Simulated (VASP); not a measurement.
# Ti (Fm-3m) in VASP: further runs

The runs below take Ti through single point, relaxation of cell and atoms, with PBEsol.

Everything below comes from runs of VASP 6.6.1. Logs are shortened: lines on timing, memory, paths and dates and some standing lists are left out, and cuts for length are marked.

## (1) The cell of the first run

The structure is cubic, space group Fm-3m (No. 225). Conventional cell: a = 4.056 Å, b = 4.056 Å, c = 4.056 Å, α = 90.00°, β = 90.00°, γ = 90.00°. Within 3.8 Å of Ti (site symmetry m-3m) lie 12 Ti at 2.87 Å.

This isn't the form of Ti at room conditions, which is hcp.

## (2) Single point, PBEsol

Input file INCAR:

```
SYSTEM = Ti
  PREC = Accurate
  ENCUT = 500
  EDIFF = 1E-6
  ISMEAR = 1
  SIGMA = 0.1
  LREAL = .False.
  LASPH = .True.
  NELM = 120
  ALGO = Normal
  ISIF = 2
  LWAVE = .False.
  LCHARG = .False.
  GGA = PS
  NBANDS = 12
  GGA_COMPAT = .False.
```

Input file KPOINTS:

```
Automatic mesh
0
Gamma
  12 12 12
  0 0 0
```

Input file POSCAR:

```
Ti
1.0
    0.0000000000      2.0280126299      2.0280126299
    2.0280126299      0.0000000000      2.0280126299
    2.0280126299      2.0280126299      0.0000000000
Ti
1
Direct
    0.0000000000      0.0000000000      0.0000000000
```

Potentials or basis: VASP PAW PBE potentials, release 64 (Ti_sv).

Command:

```console
> cat potpaw_PBE.64/Ti_sv/POTCAR > POTCAR
> mpirun -np 1 vasp_std > vasp.out
```

OUTCAR:

```text
SYSTEM = Ti
   PREC = Accurate
   ENCUT = 500
   EDIFF = 1E-6
   ISMEAR = 1
   LREAL = .False.
   LASPH = .True.
   NELM = 120
   ISIF = 2
   GGA = PS

 ion  position               nearest neighbor table
   1  0.000  0.000  0.000-

  LATTYP: Found a face centered cubic cell.
 ALAT       =     4.0560252598

  Lattice vectors:

 A1 = (   0.0000000000,   2.0280126299,   2.0280126299)
 A2 = (   2.0280126299,   0.0000000000,   2.0280126299)
 A3 = (   2.0280126299,   2.0280126299,   0.0000000000)

Analysis of symmetry for initial positions (statically):
=====================================================================
 Subroutine PRICEL returns:
 Original cell was already a primitive cell.

 Routine SETGRP: Setting up the symmetry group for a
 face centered cubic supercell.

 Subroutine GETGRP returns: Found 48 space group operations
 (whereof 48 operations were pure point group operations)
 out of a pool of 48 trial point group operations.

The static configuration has the point symmetry O_h .

Analysis of symmetry for dynamics (positions and initial velocities):
=====================================================================
 Subroutine PRICEL returns:
 Original cell was already a primitive cell.

 Routine SETGRP: Setting up the symmetry group for a
 face centered cubic supercell.

 Subroutine GETGRP returns: Found 48 space group operations
 (whereof 48 operations were pure point group operations)
 out of a pool of 48 trial point group operations.

The dynamic configuration has the point symmetry O_h .

 Subroutine INISYM returns: Found 48 space group operations
 (whereof 48 operations are pure point group operations),
 and found     1 'primitive' translations

----------------------------------------------------------------------------------------

                                     Primitive cell

  volume of cell :      16.6818

  direct lattice vectors                    reciprocal lattice vectors
     0.000000000  2.028012630  2.028012630    -0.246546788  0.246546788  0.246546788
     2.028012630  0.000000000  2.028012630     0.246546788 -0.246546788  0.246546788
     2.028012630  2.028012630  0.000000000     0.246546788  0.246546788 -0.246546788

  length of vectors
     2.868042966  2.868042966  2.868042966     0.427031563  0.427031563  0.427031563

  position of ions in fractional coordinates (direct lattice)
     0.000000000  0.000000000  0.000000000

  ion indices of the primitive-cell ions
   primitive index   ion index
                 1           1

[... 83 lines left out ...]
   NUPDOWN=      -1.0000    fix difference up-down
   EMIN   =  10.00;   EMAX   =-10.00  energy-range for DOS
   EFERMI =   0.00;   METHOD = LEGACY
   ISMEAR =     1;   SIGMA  =   0.10  broadening in eV -4-tet -1-fermi 0-gaus
   EFERMI_NEDOS =   21; number of points for ismear=-14 and -15
   IALGO  =     38    algorithm
   IMIX   =      4    mixing-type and parameters
     AMIX     =   0.40;   BMIX     =  1.00
     AMIX_MAG =   1.60;   BMIX_MAG =  1.00
  volume/ion in A,a.u.               =      16.68       112.57
  Fermi-wavevector in a.u.,A,eV,Ry     =   1.466857  2.771959 29.275260  2.151671
  Thomas-Fermi vector in A             =   2.582545
   LORBIT       =      0    0 simple, 1 ext, 2 COOP (PROOUT), +10 PAW based schemes
   GGA     = PS    functional components
   LHFCALC =     F    Hartree Fock is set to
   AEXX    =    0.0000 exact exchange contribution
   IVDW    =     0    specifies the selected vdW correction
   LEPSILON=     F    determine dielectric tensor
   LRPA    =     F    only Hartree local field effects (RPA)
 non-spin polarized calculation
 Methfessel and Paxton  Order N= 1 SIGMA  =   0.10
  energy-cutoff  :      500.00
  volume of cell :       16.68
 maximum number of plane-waves:       444
 NGX is ok and might be reduce to    24
   NGX = 11   NGY = 11   NGZ = 11

 number of electron      12.0000001 magnetization

 Free energy of the ion-electron system (eV)
  ---------------------------------------------------
  ext. energy  EPLUGINS =         0.00000000
  ---------------------------------------------------
  free energy    TOTEN  =        -8.28115549 eV

  energy without entropy =       -8.27866340  energy(sigma->0) =       -8.28032479

 E-fermi :   8.5358     XC(G=0): -11.8304

 val. band max:        8.5228667640   @ k =   0.4167   0.0833   0.0000
 cond. band min:       8.5449151372   @ k =   0.3333   0.0000   0.0000
 fundamental gap:      0.0220483732
 Fermi energy:         8.5358286559

 k-point     1 :       0.0000    0.0000    0.0000
  band No.  band energies     occupation
      1     -47.8869      2.00000
      2     -23.7903      2.00000
      3     -23.7903      2.00000
      4     -23.7903      2.00000
      5       2.3350      2.00000
      6       9.4253     -0.00000
      7       9.4253     -0.00000
      8       9.4253     -0.00000
      9      11.1415      0.00000
     10      11.1415      0.00000
     11      24.0175      0.00000
     12      28.6505      0.00000
[... 331 lines left out ...]
 k-point    24 :      -0.4167    0.1667    0.0000
  band No.  band energies     occupation
      1     -47.7258      2.00000
      2     -24.4893      2.00000
      3     -24.0290      2.00000
      4     -23.9162      2.00000
      5       6.4947      2.00000
      6       8.1412      2.00000
      7       9.0404     -0.00000
      8       9.8218     -0.00000
      9      12.0539      0.00000
     10      13.6672      0.00000
     11      17.1407      0.00000
     12      22.7736      0.00000

 [... further k-points ...]

------------------------ aborting loop because EDIFF is reached ----------------------------------------

  FORCE on cell =-STRESS in cart. coord.  units (eV):
  Direction    XX          YY          ZZ          XY          YZ          ZX
  --------------------------------------------------------------------------------------
  -------------------------------------------------------------------------------------
  Total       -0.0328293     -0.0328293     -0.0328293     -0.0000000      0.0000000      0.0000000
  in kB       -3.1530498     -3.1530498     -3.1530498     -0.0000000      0.0000000      0.0000000
  external PRESSURE =      -3.1530498 kB  Pullay stress =       0.0000000 kB

 VOLUME and BASIS-vectors are now :
 -----------------------------------------------------------------------------
  energy-cutoff  :      500.00
  volume of cell :       16.68
      direct lattice vectors                 reciprocal lattice vectors
     0.000000000  2.028012630  2.028012630    -0.246546788  0.246546788  0.246546788
     2.028012630  0.000000000  2.028012630     0.246546788 -0.246546788  0.246546788
     2.028012630  2.028012630  0.000000000     0.246546788  0.246546788 -0.246546788

 POSITION                                       TOTAL-FORCE (eV/Angst)
 -----------------------------------------------------------------------------------
      0.00000      0.00000      0.00000        -0.000000      0.000000     -0.000000
 -----------------------------------------------------------------------------------
    total drift:                               -0.000000     -0.000000     -0.000000

  FREE ENERGIE OF THE ION-ELECTRON SYSTEM (eV)
  ---------------------------------------------------
  free  energy   TOTEN  =        -8.2811554875 eV

  energy  without entropy=       -8.2786633993  energy(sigma->0) =       -8.28032479
```

stdout:

```text
POSCAR found type information on POSCAR Ti
 POSCAR found :  1 types and       1 ions
 scaLAPACK will be used
 -----------------------------------------------------------------------------
|                                                                             |
|                                                                             |
|     You enforced a specific xc type in the INCAR file but a different       |
|     I HOPE YOU KNOW WHAT YOU ARE DOING!                                     |
|                                                                             |
 -----------------------------------------------------------------------------

 LDA part: xc-table for (Slater+PW92), standard interpolation
 POSCAR, INCAR and KPOINTS ok, starting setup
 FFT: planning ... GRIDC
 FFT: planning ... GRID_SOFT
 FFT: planning ... GRID
 WAVECAR not read
 entering main loop
```

It took 43 s on 1 thread of AMD EPYC, shared host; peak memory 0.11 GiB.

What came out:

| Quantity | Value |
| --- | --- |
| Free energy | -8.2812 eV |
| Pressure | -0.3 GPa |
| Band gap on the k mesh | zero (bands 6 and 7 overlap by 1.29 eV) |

Levels at points of the mesh, in eV from the Fermi level:
```tsv
k point	band 3	band 4	band 5	band 6	band 7	band 8	band 9	band 10
(0.00, 0.00, 0.00)	-32.33	-32.33	-6.20	0.89	0.89	0.89	2.61	2.61
(0.50, 0.00, 0.00)	-32.42	-32.42	-2.70	0.74	0.76	0.76	3.76	3.76
(0.50, 0.50, 0.00)	-32.60	-32.60	-2.74	-1.83	3.02	3.74	4.06	4.06
```

Caveat: the PAW data sets were made with another functional, which shifts forces and pressure a little.

## (3) Relaxation of cell and atoms, PBEsol

This run uses another cell than the first one, of 16.73 Å³/atom.

Input file INCAR:

```
SYSTEM = Ti
ALGO = Normal
EDIFF = 1E-7
EDIFFG = -0.01
ENCUT = 500
GGA = PS
GGA_COMPAT = .FALSE.
IBRION = 2
ISIF = 3
ISMEAR = 1
LASPH = .TRUE.
LCHARG = .FALSE.
LREAL = .FALSE.
LWAVE = .FALSE.
NELM = 120
NELMIN = 4
NSW = 80
PREC = Accurate
SIGMA = 0.1
```

Input file KPOINTS:

```
k-points
0
G
  12 12 12
  0 0 0
```

Input file POSCAR:

```
Ti
1.0
    0.0000000000      2.0300000000      2.0300000000
    2.0300000000      0.0000000000      2.0300000000
    2.0300000000      2.0300000000      0.0000000000
Ti
1
Direct
    0.0000000000      0.0000000000      0.0000000000
```

Potentials or basis: VASP PAW PBE potentials, release 64 (Ti_sv).

Command:

```console
> cat potpaw_PBE.64/Ti_sv/POTCAR > POTCAR
> mpirun -np 1 vasp_std > vasp.out
```

OUTCAR:

```text
SYSTEM = Ti
   EDIFF = 1E-7
   EDIFFG = -0.01
   ENCUT = 500
   GGA = PS
   IBRION = 2
   ISIF = 3
   ISMEAR = 1
   LASPH = .TRUE.
   LREAL = .FALSE.
   NELM = 120
   NELMIN = 4
   NSW = 80
   PREC = Accurate

 ion  position               nearest neighbor table
   1  0.000  0.000  0.000-

  LATTYP: Found a face centered cubic cell.
 ALAT       =     4.0600000000

  Lattice vectors:

 A1 = (   0.0000000000,   2.0300000000,   2.0300000000)
 A2 = (   2.0300000000,   0.0000000000,   2.0300000000)
 A3 = (   2.0300000000,   2.0300000000,   0.0000000000)

Analysis of symmetry for initial positions (statically):
=====================================================================
 Subroutine PRICEL returns:
 Original cell was already a primitive cell.
[... 256 lines left out ...]

 k-point     1 :       0.0000    0.0000    0.0000
  band No.  band energies     occupation
      1     -47.8501      2.00000
      2     -23.7497      2.00000
      3     -23.7497      2.00000
      4     -23.7497      2.00000
      5       2.3602      2.00000
      6       9.4587     -0.00000
      7       9.4587     -0.00000
      8       9.4587     -0.00000
      9      11.1819      0.00000
     10      11.1819      0.00000
[... 287 lines left out ...]
 k-point    24 :      -0.4167    0.1667    0.0000
  band No.  band energies     occupation
      1     -47.6872      2.00000
      2     -24.4554      2.00000
      3     -23.9906      2.00000
      4     -23.8767      2.00000
      5       6.5217      2.00000
      6       8.1724      2.00000
      7       9.0745     -0.00000
      8       9.8565     -0.00000
      9      12.0979      0.00000
     10      13.7174      0.00000

 [... further k-points ...]

------------------------ aborting loop because EDIFF is reached ----------------------------------------

  FORCE on cell =-STRESS in cart. coord.  units (eV):
  Direction    XX          YY          ZZ          XY          YZ          ZX
  --------------------------------------------------------------------------------------
  -------------------------------------------------------------------------------------
  Total       -0.0003704     -0.0003704     -0.0003704     -0.0000000     -0.0000000      0.0000000
  in kB       -0.0356775     -0.0356775     -0.0356775     -0.0000000     -0.0000000      0.0000000
  external PRESSURE =      -0.0356775 kB  Pullay stress =       0.0000000 kB
[... 16 lines left out ...]
  FREE ENERGIE OF THE ION-ELECTRON SYSTEM (eV)
  ---------------------------------------------------
  free  energy   TOTEN  =        -8.2812488803 eV

  energy  without entropy=       -8.2787313715  energy(sigma->0) =       -8.28040971

 reached required accuracy - stopping structural energy minimisation
```

OSZICAR:

```text
N       E                     dE             d eps       ncg     rms          rms(c)
DAV:   1     0.744121823212E+02    0.74412E+02   -0.67380E+03  1440   0.143E+03
DAV:   2    -0.549112090465E+01   -0.79903E+02   -0.78693E+02  1482   0.311E+02
DAV:   3    -0.921525930812E+01   -0.37241E+01   -0.36957E+01  1822   0.721E+01
[... 26 lines left out ...]
DAV:   3    -0.828110786929E+01    0.60928E-04   -0.98975E-04  1984   0.244E-01    0.330E-02
DAV:   4    -0.828118203527E+01   -0.74166E-04   -0.16372E-04  1930   0.765E-02    0.229E-02
DAV:   5    -0.828124523087E+01   -0.63196E-04   -0.14253E-04  2074   0.617E-02    0.142E-02
DAV:   6    -0.828124817655E+01   -0.29457E-05   -0.47030E-06  1518   0.227E-02    0.552E-03
DAV:   7    -0.828124891107E+01   -0.73452E-06   -0.20510E-06  1810   0.137E-02    0.450E-04
DAV:   8    -0.828124888033E+01    0.30735E-07   -0.34533E-07  1548   0.425E-03
   3 F= -.82812489E+01 E0= -.82804097E+01  d E =-.199212E-03
```

CONTCAR:

```text
Ti
   1.00000000000000
    -0.0000000000000000    2.0260605798398004    2.0260605798398004
     2.0260605798398004    0.0000000000000000    2.0260605798398004
     2.0260605798398004    2.0260605798398004   -0.0000000000000000
  Ti
     1
Direct
     0.0000000000000000    0.0000000000000000    0.0000000000000000

  0.00000000E+00  0.00000000E+00  0.00000000E+00
```

Wall time 2 min (1 thread of AMD EPYC, shared host); peak memory 0.12 GiB.

Results:

| Quantity | Value |
| --- | --- |
| Free energy | -8.2812 eV |
| Relaxed volume | 16.63 Å³/atom |
| Relaxed cell | a = 2.865 Å, b = 2.865 Å, c = 2.865 Å, α = 60.00°, β = 60.00°, γ = 60.00° |
| Space group after relaxing (to 0.1 Å) | Fm-3m (No. 225) |
| Energy gained by relaxing | 0.2 meV/atom |
| Ionic steps | 3 |
| Pressure after relaxing | 0.0 GPa |
| Band gap on the k mesh | zero (bands 6 and 7 overlap by 1.30 eV) |

The path:
```
step  energy change (eV)  largest force (eV/Å)  pressure (GPa)  volume (Å³)
   1              0.0000                0.0000           -0.66        16.73
   2             -0.0001                0.0000            0.46        16.56
   3             -0.0002                0.0000            0.00        16.63
```

Final structure:
```cif
data_structure
_symmetry_space_group_name_H-M 'P 1'
_symmetry_Int_Tables_number 1
_cell_length_a 2.8653
_cell_length_b 2.8653
_cell_length_c 2.8653
_cell_angle_alpha 60.000
_cell_angle_beta 60.000
_cell_angle_gamma 60.000
_cell_volume 16.63
loop_
_atom_site_label
_atom_site_type_symbol
_atom_site_fract_x
_atom_site_fract_y
_atom_site_fract_z
_atom_site_occupancy
Ti1 Ti 0.00000 0.00000 0.00000 1
```

Caveat: the PAW data sets were made with another functional, which shifts forces and pressure a little.
